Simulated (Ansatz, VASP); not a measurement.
## Ta: VASP beside Ansatz

```
Ta
1.0
    -1.73797    1.73797    1.65128
     1.73797   -1.73797    1.65128
     1.73797    1.73797   -1.65128
Ta
1
Cartesian
  0.0000 0.0000 0.0000
```

Change from the starting cell: strain +0.0525 x Voigt [1, 1, 0, 0, 0, 0], atoms carried along.

Alike in both runs: task single point; functional PBEsol; k mesh 20 × 20 × 20; occupations gaussian, width 0.15 eV; no spin polarisation.

```csv
,VASP,Ansatz
version,VASP 6.6.1,Ansatz 0.2.0
potentials or method,"VASP PAW PBE potentials, release 64 (Ta_pv), cutoff 520 eV","scalar-relativistic, plane waves, PAW"
valence electrons in the cell,11,13
```

```tsv
	VASP	Ansatz	Ansatz less VASP
gap on the k mesh at the Fermi level (eV)	none	none	-
pressure (GPa)	-19.8	-19.8	-0.01
traceless stress, the component that is largest in VASP (GPa)	2.37	2.37	+0.003
```

VASP's potentials were made for PBE, not for PBEsol. A gap of «none» marks a metal or a gap that the smearing closes. With one functional, cell and mesh, what is left measures potentials, basis and numerics. VASP's potentials hold 11 valence electrons a cell and Ansatz's 13, so a difference there can come from the potentials and not from the codes.

Neither program's run includes spin-orbit coupling.
